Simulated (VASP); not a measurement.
Wanted: the native input for a VASP 6.6.1 run.

```
Task                   : single point
Functional             : PBE
Potentials or basis    : VASP PAW PBE potentials, release 64 (Mg, B)
Cutoff                 : 520 eV
k mesh                 : 14 × 14 × 10
Occupations            : gaussian, width 0.1 eV
Spin                   : no spin polarisation
Dipole correction      : no
Further INCAR settings : ALGO = Normal; EDIFF = 1e-07; NBANDS = 11
```

The structure of MgB2 lies in POSCAR:

```
MgB2
1.0
    2.9720279797      0.0067561515     -0.0029616007
   -1.4801629910      2.5902174370     -0.0020191122
   -0.0033820800     -0.0046151300      3.4207625400
Mg B
1 2
Direct
   -0.0147487801     -0.0276304617      0.0011013341
    0.3301527215      0.6701401249      0.4949105876
    0.6845960585      0.3574903368      0.5039880783
```

This cell differs from its parent crystal: atoms moved at random and the cell strained at random.

The input as run:

INCAR

```
PREC = Accurate
ENCUT = 520
EDIFF = 1E-7
ISMEAR = 0
SIGMA = 0.1
LREAL = False
LASPH = True
NELM = 100
ALGO = Normal
ISIF = 2
LWAVE = False
LCHARG = False
GGA = PE
NBANDS = 11
```

KPOINTS

```
Automatic mesh
0
Gamma
  14 14 10
```

Potentials or basis: VASP PAW PBE potentials, release 64 (Mg, B).

Launch:

```bash
$ cat potpaw_PBE.64/Mg/POTCAR potpaw_PBE.64/B/POTCAR > POTCAR
$ mpirun -np 1 vasp_std > vasp.out
```

It gave:

```json
{
 "Pressure": "17.0 GPa",
 "Largest force": "0.958 eV/Å",
 "Band gap on the k mesh": "zero (band 4 reaches 7.53 eV, above the bottom of band 5 at 4.07 eV)"
}
```

Caveat: the cell differs from its parent crystal (atoms moved at random and the cell strained at random).

Run time: 5.4 min on 1 thread of AMD EPYC 7R13, on a shared host, peak memory 0.38 GiB.
